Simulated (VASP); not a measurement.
# BAs (I-4m2) in VASP: a series of runs

The runs below take BAs through electric field gradients, with LDA.

Everything below comes from runs of VASP 6.6.1. Logs are shortened: lines on timing, memory, paths and dates and some standing lists are left out, and cuts for length are marked.

## 1. The cell of the first run

It takes space group I-4m2 (No. 119, tetragonal). The conventional cell has a = 3.378 Å, b = 3.378 Å, c = 4.729 Å, α = 90.00°, β = 90.00°, γ = 90.00°. B (site symmetry -4m2) has 4 As at 2.06 Å within 2.7 Å. As (site symmetry -4m2) has 4 B at 2.06 Å within 2.7 Å.

## 2. Electric field gradients, LDA (zz strain of -1 %)

File INCAR:

```
SYSTEM = BAs
PREC = Accurate
ENCUT = 520
EDIFF = 1E-8
ISMEAR = -1
SIGMA = 0.05
LREAL = .False.
LASPH = .True.
NELM = 60
ALGO = Normal
ISIF = 2
LWAVE = .False.
LCHARG = .False.
LEFG = .True.
NBANDS = 11
```

File KPOINTS:

```
Automatic mesh
0
Gamma
  13 13 13
  0 0 0
```

File POSCAR:

```
BAs
1.0
    0.0000000000      2.3885000000      2.3646150000
    2.3885000000      0.0000000000      2.3646150000
    2.3885000000      2.3885000000      0.0000000000
B As
1 1
Direct
    0.0000000000      0.0000000000      0.0000000000
    0.7500000000      0.7500000000      0.7500000000
```

Potentials or basis: VASP PAW LDA potentials, release 64 (B, As).

Run with:

```sh
> cat potpaw_LDA.64/B/POTCAR potpaw_LDA.64/As/POTCAR > POTCAR
> mpirun -np 1 vasp_std > vasp.out
```

OUTCAR:

```text
SYSTEM = BAs
   PREC = Accurate
   ENCUT = 520
   EDIFF = 1E-8
   ISMEAR = -1
   LREAL = .False.
   LASPH = .True.
   NELM = 60
   ISIF = 2

 ion  position               nearest neighbor table
   1  0.000  0.000  0.000-   2 2.06   2 2.06   2 2.06   2 2.06
   2  0.750  0.750  0.750-   1 2.06   1 2.06   1 2.06   1 2.06

  LATTYP: Found a body centered tetragonal cell.
 ALAT       =     3.3778490937
 C/A-ratio  =     1.4000714267

  Lattice vectors:

 A1 = (   0.0000000000,  -2.3885000000,  -2.3646150000)
 A2 = (   0.0000000000,   2.3885000000,  -2.3646150000)
 A3 = (   2.3885000000,   0.0000000000,   2.3646150000)

Analysis of symmetry for initial positions (statically):
=====================================================================
 Subroutine PRICEL returns:
 Original cell was already a primitive cell.

 Routine SETGRP: Setting up the symmetry group for a
 body centered tetragonal supercell.

 Subroutine GETGRP returns: Found  8 space group operations
 (whereof  8 operations were pure point group operations)
 out of a pool of 16 trial point group operations.

The static configuration has the point symmetry D_2d.

Analysis of symmetry for dynamics (positions and initial velocities):
=====================================================================
 Subroutine PRICEL returns:
 Original cell was already a primitive cell.

 Routine SETGRP: Setting up the symmetry group for a
 body centered tetragonal supercell.

 Subroutine GETGRP returns: Found  8 space group operations
 (whereof  8 operations were pure point group operations)
 out of a pool of 16 trial point group operations.

The dynamic configuration has the point symmetry D_2d.

 Subroutine INISYM returns: Found  8 space group operations
 (whereof  8 operations are pure point group operations),
 and found     1 'primitive' translations

----------------------------------------------------------------------------------------

                                     Primitive cell

  volume of cell :      26.9799

  direct lattice vectors                    reciprocal lattice vectors
     0.000000000  2.388500000  2.364615000    -0.209336404  0.209336404  0.211450913
     2.388500000  0.000000000  2.364615000     0.209336404 -0.209336404  0.211450913
     2.388500000  2.388500000  0.000000000     0.209336404  0.209336404 -0.211450913

  length of vectors
     3.361002283  3.361002283  3.377849094     0.363806196  0.363806196  0.363806196

  position of ions in fractional coordinates (direct lattice)
     0.000000000  0.000000000  0.000000000
     0.750000000  0.750000000  0.750000000

  ion indices of the primitive-cell ions
   primitive index   ion index
                 1           1
                 2           2

----------------------------------------------------------------------------------------

 KPOINTS: Automatic mesh

Automatic generation of k-mesh.
 Grid dimensions read from file:
 generate k-points for:   13   13   13

 Generating k-lattice:

  Cartesian coordinates                     Fractional coordinates (reciprocal lattice)
    -0.016102800  0.016102800  0.016265455     0.076923077  0.000000000  0.000000000
     0.016102800 -0.016102800  0.016265455     0.000000000  0.076923077  0.000000000
     0.016102800  0.016102800 -0.016265455     0.000000000  0.000000000  0.076923077

  Length of vectors
     0.027985092  0.027985092  0.027985092

  Shift w.r.t. Gamma in fractional coordinates (k-lattice)
     0.000000000  0.000000000  0.000000000

 Subroutine IBZKPT returns following result:
 ===========================================

 Found    196 irreducible k-points:

 Following reciprocal coordinates:
            Coordinates               Weight
  0.000000  0.000000  0.000000      1.000000
  0.076923  0.000000  0.000000      8.000000
  0.153846  0.000000  0.000000      8.000000
  0.230769  0.000000  0.000000      8.000000
  0.307692  0.000000  0.000000      8.000000
  0.384615  0.000000  0.000000      8.000000
[... 16 lines left out ...]
  0.384615  0.153846  0.000000      8.000000
  0.461538  0.153846  0.000000      8.000000
 [... further k-points ...]
   k-points           NKPTS =    196   k-points in BZ     NKDIM =    196   number of bands    NBANDS=     11
   number of dos      NEDOS =    301   number of ions     NIONS =      2
   total plane-waves  NPLWV =  21952
   dimension x,y,z NGX =    28 NGY =   28 NGZ =   28
   dimension x,y,z NGXF=    56 NGYF=   56 NGZF=   56
   ions per type =               1   1
   NGX,Y,Z   is equivalent  to a cutoff of  13.85, 13.85, 13.78 a.u.
   NGXF,Y,Z  is equivalent  to a cutoff of  27.70, 27.70, 27.56 a.u.
 SYSTEM =  BAs
   PREC   = accura    normal or accurate (medium, high low for compatibility)
   ISTART =      0    job   : 0-new  1-cont  2-samecut
   ICHARG =      2    charge: 1-file 2-atom 10-const
   ISPIN  =      1    spin polarized calculation?
   LNONCOLLINEAR =      F non collinear calculations
   LSORBIT =      F    spin-orbit coupling
   LASPH  =      T    aspherical Exc in radial PAW
   ENCUT  =  520.0 eV  38.22 Ry    6.18 a.u.   6.25  6.25  6.28*2*pi/ulx,y,z
   NELM   =     60;   NELMIN=  2; NELMDL= -5     # of ELM steps
   EDIFF  = 0.1E-07   stopping-criterion for ELM
   LREAL  =      F    real-space projection
   EDIFFG = 0.1E-06   stopping-criterion for IOM
   NSW    =      0    number of steps for IOM
   IBRION =     -1    ionic relax: 0-MD 1-quasi-New 2-CG
   NFREE  =      0    steps in history (QN), initial steepest desc. (CG)
   ISIF   =      2    stress and relaxation
   ISYM   =      2    0-nonsym 1-usesym 2-fastsym
   POTIM  = 0.5000    time-step for ionic-motion
   TEBEG  =    0.0;   TEEND  =   0.0 temperature during run
   PSTRESS=    0.0 pullay stress
   NELECT =       8.0000    total number of electrons
   NUPDOWN=      -1.0000    fix difference up-down
   EMIN   =  10.00;   EMAX   =-10.00  energy-range for DOS
   EFERMI =   0.00;   METHOD = LEGACY
   ISMEAR =    -1;   SIGMA  =   0.05  broadening in eV -4-tet -1-fermi 0-gaus
   EFERMI_NEDOS =   21; number of points for ismear=-14 and -15
   IALGO  =     38    algorithm
   IMIX   =      4    mixing-type and parameters
     AMIX     =   0.40;   BMIX     =  1.00
     AMIX_MAG =   1.60;   BMIX_MAG =  1.00
  volume/ion in A,a.u.               =      13.49        91.03
  Fermi-wavevector in a.u.,A,eV,Ry     =   1.091670  2.062956 16.214639  1.191742
  Thomas-Fermi vector in A             =   2.227919
   LORBIT       =      0    0 simple, 1 ext, 2 COOP (PROOUT), +10 PAW based schemes
   GGA     = CA    functional components
   LHFCALC =     F    Hartree Fock is set to
   AEXX    =    0.0000 exact exchange contribution
   IVDW    =     0    specifies the selected vdW correction
   LEPSILON=     F    determine dielectric tensor
   LRPA    =     F    only Hartree local field effects (RPA)
 non-spin polarized calculation
  energy-cutoff  :      520.00
  volume of cell :       26.98
 maximum number of plane-waves:       742
 NGX is ok and might be reduce to    28
   NGX = 13   NGY = 13   NGZ = 13

 number of electron       8.0000000 magnetization

 Free energy of the ion-electron system (eV)
  ---------------------------------------------------
  ext. energy  EPLUGINS =         0.00000000
  ---------------------------------------------------
  free energy    TOTEN  =       -12.92409028 eV

  energy without entropy =      -12.92409014  energy(sigma->0) =      -12.92409021

 E-fermi :   6.8038     XC(G=0): -10.8260

 val. band max:        6.3350329606   @ k =   0.0000   0.0000   0.0000
 cond. band min:       7.3026847042   @ k =   0.3846   0.3846   0.0000
 fundamental gap:      0.9676517436
 Fermi energy:         6.8037542358

 k-point     1 :       0.0000    0.0000    0.0000
  band No.  band energies     occupation
      1      -9.1972      2.00000
      2       6.2384      1.99998
      3       6.2384      1.99998
      4       6.3350      1.99983
      5       9.4907      0.00000
      6       9.5551      0.00000
      7       9.5551      0.00000
      8      11.0907      0.00000
      9      15.6784      0.00000
     10      19.2062      0.00000
     11      19.4784      0.00000
[... 309 lines left out ...]
 k-point    24 :       0.4615    0.1538    0.0000
  band No.  band energies     occupation
      1      -6.4283      2.00000
      2      -1.6115      2.00000
      3       3.0380      2.00000
      4       3.6386      2.00000
      5       9.2483      0.00000
      6      11.6900      0.00000
      7      12.5213      0.00000
      8      14.0728      0.00000
      9      17.9272      0.00000
     10      20.3220      0.00000
     11      21.3363      0.00000

 [... further k-points ...]
[... 5 lines left out ...]
  --------------------------------------------------------------------------------------
  -------------------------------------------------------------------------------------
  Total       -0.4031983     -0.4031983     -0.0542948      0.0000000      0.0000000      0.0000000
  in kB      -23.9435419    -23.9435419     -3.2242457      0.0000000      0.0000000      0.0000000
  external PRESSURE =     -17.0371098 kB  Pullay stress =       0.0000000 kB

 VOLUME and BASIS-vectors are now :
 -----------------------------------------------------------------------------
  energy-cutoff  :      520.00
  volume of cell :       26.98
      direct lattice vectors                 reciprocal lattice vectors
     0.000000000  2.388500000  2.364615000    -0.209336404  0.209336404  0.211450913
     2.388500000  0.000000000  2.364615000     0.209336404 -0.209336404  0.211450913
     2.388500000  2.388500000  0.000000000     0.209336404  0.209336404 -0.211450913

 POSITION                                       TOTAL-FORCE (eV/Angst)
 -----------------------------------------------------------------------------------
      0.00000      0.00000      0.00000         0.000000      0.000000     -0.000000
      3.58275      3.58275      3.54692        -0.000000     -0.000000      0.000000
 -----------------------------------------------------------------------------------
    total drift:                                0.000000      0.000000      0.000000

  FREE ENERGIE OF THE ION-ELECTRON SYSTEM (eV)
  ---------------------------------------------------
  free  energy   TOTEN  =       -12.9240902761 eV

  energy  without entropy=      -12.9240901388  energy(sigma->0) =      -12.92409021

 Electric field gradients (V/A^2)
---------------------------------------------------------------------
 ion       V_xx      V_yy      V_zz      V_xy      V_xz      V_yz
---------------------------------------------------------------------
   1       0.031     0.031    -0.061     0.000     0.000     0.000
   2       0.635     0.635    -1.270     0.000     0.000     0.000
---------------------------------------------------------------------

 Electric field gradients after diagonalization (V/A^2)
 (convention: |V_zz| > |V_xx| > |V_yy|)
----------------------------------------------------------------------
 ion       V_xx      V_yy      V_zz     asymmetry (V_yy - V_xx)/ V_zz
----------------------------------------------------------------------
   1       0.031     0.031    -0.061       0.000
   2       0.635     0.635    -1.270       0.000
----------------------------------------------------------------------

           NMR quadrupolar parameters

 Cq : quadrupolar parameter    Cq=e*Q*V_zz/h
 eta: asymmetry parameters     (V_yy - V_xx)/ V_zz
 Q  : nuclear electric quadrupole moment in mb (millibarn)
----------------------------------------------------------------------
 ion       Cq(MHz)       eta       Q (mb)
----------------------------------------------------------------------
   1      -0.000       0.000       1.000
   2      -0.003       0.000       1.000
----------------------------------------------------------------------
```

Wall time 37 s (1 thread of Intel Xeon 6975P-C, shared host); peak memory 0.19 GiB.

What came out:

| Item | Value |
| --- | --- |
| Free energy | -12.9241 eV |
| Pressure | -1.7 GPa |
| Band gap on the k mesh | 0.97 eV, indirect (least direct gap 3.16 eV) |

Levels at points of the mesh, in eV from the valence-band top:
| k point | band 2 | band 3 | band 4 | band 5 | band 6 | band 7 |
| --- | --- | --- | --- | --- | --- | --- |
| (0.00, 0.00, 0.00) | -0.10 | -0.10 | 0.00 | 3.16 | 3.22 | 3.22 |

Electric field gradients, principal values (V/Å²):
| atom | least | middle | greatest (by size) |
| --- | --- | --- | --- |
| 1 B | 0.031 | 0.031 | -0.061 |
| 2 As | 0.635 | 0.635 | -1.270 |

Caveat: the cell differs from its parent crystal (zz strain of -1 %); without QUAD_EFG the Cq values of the log hold for a quadrupole moment of 1 mb, not for the nuclei. A k mesh can miss the band edges.

## 3. Electric field gradients, LDA (equal xx and yy strain of +1 %)

File INCAR:

```
SYSTEM = BAs
  PREC = Accurate
  ENCUT = 520
  EDIFF = 1E-8
  ISMEAR = -1
  SIGMA = 0.05
  LREAL = .FALSE.
  LASPH = .TRUE.
  NELM = 80
  ALGO = Normal
  ISIF = 2
  LWAVE = .FALSE.
  LCHARG = .FALSE.
  LEFG = .TRUE.
  NBANDS = 11
```

File KPOINTS:

```
Automatic mesh
0
G
  13 13 13
  0 0 0
```

File POSCAR:

```
BAs
1.0
    0.0000000000      2.4123850000      2.3885000000
    2.4123850000      0.0000000000      2.3885000000
    2.4123850000      2.4123850000      0.0000000000
B As
1 1
Direct
    0.0000000000      0.0000000000      0.0000000000
    0.7500000000      0.7500000000      0.7500000000
```

Potentials or basis: VASP PAW LDA potentials, release 64 (B, As).

Run with:

```sh
> cat potpaw_LDA.64/B/POTCAR potpaw_LDA.64/As/POTCAR > POTCAR
> mpirun -np 1 vasp_std > vasp.out
```

OUTCAR:

```text
SYSTEM = BAs
   PREC = Accurate
   ENCUT = 520
   EDIFF = 1E-8
   ISMEAR = -1
   LREAL = .FALSE.
   LASPH = .TRUE.
   NELM = 80
   ISIF = 2

 ion  position               nearest neighbor table
   1  0.000  0.000  0.000-   2 2.08   2 2.08   2 2.08   2 2.08
   2  0.750  0.750  0.750-   1 2.08   1 2.08   1 2.08   1 2.08

  LATTYP: Found a body centered tetragonal cell.
 ALAT       =     3.4116275847
 C/A-ratio  =     1.4002114479

  Lattice vectors:

[... 548 lines left out ...]

  FREE ENERGIE OF THE ION-ELECTRON SYSTEM (eV)
  ---------------------------------------------------
  free  energy   TOTEN  =       -12.9052134453 eV

  energy  without entropy=      -12.9052133384  energy(sigma->0) =      -12.90521339

 Electric field gradients (V/A^2)
---------------------------------------------------------------------
 ion       V_xx      V_yy      V_zz      V_xy      V_xz      V_yz
---------------------------------------------------------------------
   1       0.024     0.024    -0.047    -0.000    -0.000    -0.000
   2       0.637     0.637    -1.275     0.000     0.000     0.000
---------------------------------------------------------------------

 Electric field gradients after diagonalization (V/A^2)
 (convention: |V_zz| > |V_xx| > |V_yy|)
----------------------------------------------------------------------
 ion       V_xx      V_yy      V_zz     asymmetry (V_yy - V_xx)/ V_zz
----------------------------------------------------------------------
   1       0.024     0.024    -0.047       0.000
   2       0.638     0.637    -1.275       0.000
----------------------------------------------------------------------

           NMR quadrupolar parameters

 Cq : quadrupolar parameter    Cq=e*Q*V_zz/h
 eta: asymmetry parameters     (V_yy - V_xx)/ V_zz
 Q  : nuclear electric quadrupole moment in mb (millibarn)
----------------------------------------------------------------------
 ion       Cq(MHz)       eta       Q (mb)
----------------------------------------------------------------------
   1      -0.000       0.000       1.000
   2      -0.003       0.000       1.000
----------------------------------------------------------------------
```

OSZICAR:

```text
N       E                     dE             d eps       ncg     rms          rms(c)
DAV:   1     0.107381749464E+02    0.10738E+02   -0.37678E+03  4320   0.639E+02
DAV:   2    -0.128417379724E+02   -0.23580E+02   -0.22312E+02  5716   0.104E+02
DAV:   3    -0.135843394913E+02   -0.74260E+00   -0.74062E+00  5318   0.172E+01
DAV:   4    -0.135865118854E+02   -0.21724E-02   -0.21722E-02  4791   0.106E+00
DAV:   5    -0.135865155748E+02   -0.36894E-05   -0.36890E-05  5161   0.468E-02    0.487E+00
DAV:   6    -0.129921866182E+02    0.59433E+00   -0.16199E+00  4597   0.504E+00    0.230E+00
DAV:   7    -0.129180111692E+02    0.74175E-01   -0.17625E-01  5089   0.211E+00    0.880E-01
DAV:   8    -0.129051822206E+02    0.12829E-01   -0.22515E-02  4942   0.785E-01    0.955E-02
DAV:   9    -0.129052054783E+02   -0.23258E-04   -0.76614E-04  4842   0.167E-01    0.544E-02
DAV:  10    -0.129052121278E+02   -0.66495E-05   -0.76665E-05  4603   0.497E-02    0.122E-02
DAV:  11    -0.129052135752E+02   -0.14474E-05   -0.16723E-06  5215   0.830E-03    0.112E-02
DAV:  12    -0.129052134440E+02    0.13120E-06   -0.81502E-07  4690   0.372E-03    0.310E-03
DAV:  13    -0.129052134453E+02   -0.12859E-08   -0.33610E-08  5098   0.120E-03
   1 F= -.12905213E+02 E0= -.12905213E+02  d E =-.106864E-06
```

stdout:

```text
POSCAR found type information on POSCAR B As
 POSCAR found :  2 types and       2 ions
 scaLAPACK will be used
 LDA part: xc-table for (Slater(with rela. corr.)+CA(PZ))
 , standard interpolation
 POSCAR, INCAR and KPOINTS ok, starting setup
 FFT: planning ... GRIDC
 FFT: planning ... GRID_SOFT
 FFT: planning ... GRID
 WAVECAR not read
 entering main loop
ion   1

ion   2
```

Run time: 46 s. Hardware: 1 thread of Intel Xeon 6975P-C, shared host; peak memory 0.19 GiB.

What came out:

```
Free energy            : -12.9052 eV
Pressure               : -5.7 GPa
Band gap on the k mesh : 1.00 eV, indirect (least direct gap 3.12 eV)
```

Levels at points of the mesh, in eV from the valence-band top:
| k point | band 2 | band 3 | band 4 | band 5 | band 6 | band 7 |
| --- | --- | --- | --- | --- | --- | --- |
| (0.00, 0.00, 0.00) | -0.09 | -0.09 | 0.00 | 3.12 | 3.18 | 3.18 |

Electric field gradients, principal values (V/Å²):
| atom | least | middle | greatest (by size) |
| --- | --- | --- | --- |
| 1 B | 0.024 | 0.024 | -0.047 |
| 2 As | 0.637 | 0.638 | -1.275 |

Caveat: the cell differs from its parent crystal (equal xx and yy strain of +1 %); without QUAD_EFG the Cq values of the log hold for a quadrupole moment of 1 mb, not for the nuclei. A k mesh can miss the band edges.

(Part 1 of 2 ends here.)
